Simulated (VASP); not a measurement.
Set up this calculation in VASP 6.6.1, as the native input.

* Task: single point
* Functional: LDA
* Potentials or basis: VASP PAW LDA potentials, release 64 (Li_sv, H, Pd)
* Cutoff: 520 eV
* k mesh: 10 × 10 × 7
* Occupations: fermi-dirac, width 0.1 eV
* Spin: no spin polarisation
* Dipole correction: no
* Further INCAR settings: ALGO = Normal; EDIFF = 1e-06; NBANDS = 14

The structure of LiHPd lies in POSCAR:

```
LiHPd
1.0
    2.7794667000      0.0000000000      0.0000000000
    0.0000000000      2.7794667000      0.0000000000
    0.0000000000      0.0000000000      3.9043154300
Li H Pd
1 1 1
Direct
    0.5000000000      0.5000000000      0.5000000013
    0.5000000000      0.5000000000      0.0000000000
    0.0000000000      0.0000000000      0.0000000000
```

These files were run (other wordings do the same):

INCAR

```
SYSTEM = LiHPd
PREC = Accurate
ENCUT = 520
EDIFF = 1E-6
ISMEAR = -1
SIGMA = 0.1
LREAL = .False.
LASPH = .True.
NELM = 80
ALGO = Normal
ISIF = 2
LWAVE = .False.
LCHARG = .True.
LELF = .True.
LVHAR = .True.
NBANDS = 14
```

KPOINTS

```
regular mesh
0
Gamma
  10 10 7
  0 0 0
```

Potentials or basis: VASP PAW LDA potentials, release 64 (Li_sv, H, Pd).

Launch:

```bash
$ cat potpaw_LDA.64/Li_sv/POTCAR potpaw_LDA.64/H/POTCAR potpaw_LDA.64/Pd/POTCAR > POTCAR
$ mpirun -np 1 vasp_std > vasp.out
```

It gave:

```
Band gap on the k mesh : zero (band 7 reaches 10.20 eV, above the bottom of band 8 at 4.58 eV)
```

It took 19 s on 1 thread of Intel(R) Xeon(R) Platinum 8488C (Sapphire Rapids) (shared host), peak memory 0.16 GiB.
